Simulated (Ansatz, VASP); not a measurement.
# C: VASP beside Ansatz

The input INCAR:

```
ALGO = Normal
EDIFF = 1E-7
ENCUT = 520
GGA = PE
ISIF = 2
ISMEAR = 0
LASPH = True
LCHARG = False
LREAL = False
LWAVE = False
NBANDS = 16
NELM = 60
PREC = Accurate
SIGMA = 0.15
```

File KPOINTS:

```
k-points
0
Gamma
  18 18 6
```

File POSCAR:

```
C
1.0
    1.2332770792     -2.1360444277      0.0000000000
    1.2332770792      2.1360444277      0.0000000000
    0.0000000000      0.0000000000      8.7070252276
C
4
Direct
    0.1233133532      0.8766866468      0.7404972615
    0.5433524695      0.4566475305      0.2595025258
    0.8766866468      0.1233133532      0.2595027385
    0.4566475305      0.5433524695      0.7404974742
```

Input for Ansatz:

```yaml
crystal:
  lattice:
    - [1.2332770792, -2.1360444277, 0.0]
    - [1.2332770792, 2.1360444277, 0.0]
    - [0.0, 0.0, 8.7070252276]
  atoms:
    - { symbol: C, position: [0.1233133532, 0.8766866468, 0.7404972615] }
    - { symbol: C, position: [0.5433524695, 0.4566475305, 0.2595025258] }
    - { symbol: C, position: [0.8766866468, 0.1233133532, 0.2595027385] }
    - { symbol: C, position: [0.4566475305, 0.5433524695, 0.7404974742] }
basis:
  ecutwfc: 520.0
kpoints:
  mp_grid: { grid: [18, 18, 6] }
hamiltonian:
  xc: pbe
  pseudopotentials: { kind: paw, azcp: { folder: soft_1 } }
scf:
  occupations: { method: gaussian, width: 0.15 }
output:
  forces: true
  stress: true
  eigenvalues: true
```

Change from the starting cell: mode 1 frozen in at -0.171 Å and mode 6 at -0.085 Å (largest displacements).

Alike in both runs: task single point; functional PBE; k mesh 18 × 18 × 6; occupations gaussian, width 0.15 eV; no spin polarisation.

|  | VASP | Ansatz |
| --- | --- | --- |
| version | VASP 6.6.1 | Ansatz 0.2.0 |
| potentials or method | VASP PAW PBE potentials, release 64 (C), cutoff 520 eV | scalar-relativistic, plane waves, PAW |
| valence electrons in the cell | 16 | 16 |

|  | VASP | Ansatz | Ansatz less VASP |
| --- | --- | --- | --- |
| gap on the k mesh at the Fermi level (eV) | 0.02 | 0.02 | 0.000 |
| least direct gap on the mesh (eV) | 0.02 | 0.02 | 0.000 |
| pressure (GPa) | 0.3 | 0.0 | -0.34 |
| traceless stress, the component that is largest in VASP (GPa) | -0.39 | 0.02 | +0.412 |
